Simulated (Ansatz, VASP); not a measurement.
## Ag in VASP and in Ansatz

```
CELL_PARAMETERS angstrom
2.92534 0.00000 0.00000
-1.46267 2.53342 0.00000
0.00000 0.00000 9.67630
ATOMIC_POSITIONS crystal
Ag 0.33333 0.66667 0.25000
Ag 0.66667 0.33333 0.75000
Ag 0.00000 0.00000 0.00000
Ag 0.00000 0.00000 0.50000
```

Alike in both runs: task single point; functional LDA; k mesh 14 × 14 × 4; occupations fermi-dirac, width 0.1 eV; no spin polarisation.

|  | VASP | Ansatz |
| --- | --- | --- |
| version | VASP 6.6.1 | Ansatz 0.2.0 |
| potentials or method | VASP PAW LDA potentials, release 64 (Ag), cutoff 520 eV | plane waves (420 eV) with PAW, scalar-relativistic |
| valence electrons in the cell | 44 | 76 |

Ansatz gave:

| Quantity | Value |
| --- | --- |
| pressure (GPa) | -11.2 |
| traceless stress, the component that is largest in VASP (GPa) | -0.72 |

Which values does VASP return?

Pressure (GPa): -11.0; traceless stress, the component that is largest in VASP (GPa): -0.73.

Ansatz warns that its potentials were made for another functional, while VASP's fit it. LDA's correlation is that of Perdew and Zunger in VASP and of Perdew and Wang (1992) in Ansatz. VASP's potentials hold 44 valence electrons a cell and Ansatz's 76, so a difference there can come from the potentials and not from the codes.
